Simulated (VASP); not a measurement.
Wanted: the native input for a VASP 6.6.1 run.

* Task: single point
* Functional: LDA
* Potentials or basis: VASP PAW LDA potentials, release 64 (K_sv, Zn, F)
* Cutoff: 520 eV
* k mesh: 6 × 6 × 6
* Occupations: gaussian, width 0.05 eV
* Spin: no spin polarisation
* Dipole correction: no
* Further INCAR settings: ALGO = Normal; EDIFF = 1e-07; NBANDS = 29

The structure of KZnF3 lies in POSCAR:

```
KZnF3
1.0
    4.0500000000      0.0000000000      0.0000000000
    0.0000000000      4.0500000000      0.0000000000
    0.0000000000      0.0000000000      4.0500000000
K Zn F
1 1 3
Direct
    0.0000000000      0.0000000000      0.0000000000
    0.5000000000      0.5000000000      0.5000000000
    0.5000000000      0.5000000000      0.0000000000
    0.0000000000      0.5000000000      0.5000000000
    0.5000000000      0.0000000000      0.5000000000
```

One way to write it, as run:

INCAR

```
SYSTEM = KZnF3
ALGO     = Normal         ! electronic algorithm
EDIFF    = 1E-7           ! SCF threshold, eV
ENCUT    = 520            ! plane-wave cutoff, eV
ISIF     = 2              ! what is computed and relaxed
ISMEAR   = 0              ! smearing method
LASPH    = .TRUE.         ! aspherical terms in the spheres
LCHARG   = .FALSE.        ! write CHGCAR
LREAL    = .FALSE.        ! projectors in reciprocal space
LWAVE    = .FALSE.        ! write WAVECAR
NBANDS   = 29             ! bands
NELM     = 100            ! most SCF steps
PREC     = Accurate       ! precision mode
SIGMA    = 0.05           ! smearing width, eV
```

KPOINTS

```
k-points
0
G
  6 6 6
  0 0 0
```

Potentials or basis: VASP PAW LDA potentials, release 64 (K_sv, Zn, F).

Launch:

```console
$ cat potpaw_LDA.64/K_sv/POTCAR potpaw_LDA.64/Zn/POTCAR potpaw_LDA.64/F/POTCAR > POTCAR
$ mpirun -np 1 vasp_std > vasp.out
```

It gave:

The pressure is -4.4 GPa and the band gap on the k mesh is 3.59 eV (least direct gap 5.39 eV).

Caveat: the cell stands under tension.

It took 54 s on 1 thread of Intel Xeon 8259CL (shared host), peak memory 0.17 GiB.
